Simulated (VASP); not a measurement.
Zn13Sn3Au4: single point with PBE

The system is Zn13Sn3Au4.

```
CELL_PARAMETERS angstrom
-5.04280 3.94857 -1.99544
-5.71198 -2.06848 5.73699
1.99899 3.96640 5.08564
ATOMIC_POSITIONS crystal
Zn 0.94035 0.85991 0.99437
Zn 0.57974 0.46725 0.84947
Zn 0.59177 0.13914 0.99866
Zn 0.22208 0.54665 0.13801
Zn 0.31365 0.18090 0.24892
Zn 0.03243 0.56573 0.48189
Zn 0.12011 0.19492 0.57327
Zn 0.62267 0.65933 0.51313
Zn 0.77138 0.13416 0.68466
Zn 0.18477 0.78479 0.72231
Zn 0.24010 0.37077 0.85306
Zn 0.90973 0.59723 0.83407
Zn 0.93215 0.25659 0.98335
Sn 0.57341 0.74741 0.05250
Sn 0.77124 0.37291 0.30891
Sn 0.82372 0.95076 0.37108
Au 0.24167 0.80126 0.33530
Au 0.41446 0.37694 0.50477
Au 0.47810 0.96314 0.60527
Au 0.24326 0.02550 0.94766
```

```yaml
Program: VASP 6.6.1
Task: single point
Functional: PBE
Potentials_or_basis: VASP PAW PBE potentials, release 64 (Zn, Sn_d, Au)
Cutoff: 520 eV
k_mesh: 2 × 2 × 2, shifted
Occupations: gaussian, width 0.1 eV
Spin: no spin polarisation
```

```yaml
Pressure: 0.0 GPa
Largest_force: 0.052 eV/Å
Band_gap_on_the_k_mesh: 0.44 eV
```

Forces on the atoms (eV/Å):
```
Zn  -0.008  0.013  0.007
Zn   0.018  0.008  0.025
Zn  -0.013 -0.028 -0.016
Zn  -0.003  0.026 -0.015
Zn   0.007  0.007  0.022
Zn  -0.011  0.011 -0.020
Zn  -0.001 -0.009 -0.028
Zn   0.003 -0.018 -0.008
Zn  -0.009  0.023 -0.001
Zn  -0.015 -0.003 -0.009
Zn   0.027  0.000 -0.007
Zn   0.020  0.006 -0.004
Zn   0.016  0.005  0.001
Sn   0.008 -0.028  0.002
Sn   0.005 -0.007  0.004
Sn  -0.038 -0.008  0.035
Au  -0.009  0.005 -0.005
Au  -0.009  0.001 -0.004
Au   0.002  0.000  0.010
Au   0.011 -0.004  0.010
```

Stress tensor (GPa, compression positive):
```
 0.06 -0.10 -0.02
-0.10 -0.06 -0.01
-0.02 -0.01  0.03
```

Levels at points of the mesh, in eV from the valence-band top:
```tsv
k point	band 117	band 118	band 119	band 120	band 121	band 122	band 123	band 124	band 125	band 126
(0.25, 0.25, 0.25)	-0.95	-0.70	-0.55	-0.19	0.00	0.44	0.57	0.88	1.10	1.29
```

Run time: 4 min on 1 thread of Intel(R) Xeon(R) Platinum 8488C (Sapphire Rapids) (shared host), peak memory 0.49 GiB.

Caveat: spin-orbit coupling is left out, which moves the levels of the heavy elements; a shifted mesh leaves out Γ, where band edges can lie. A k mesh can miss the band edges.
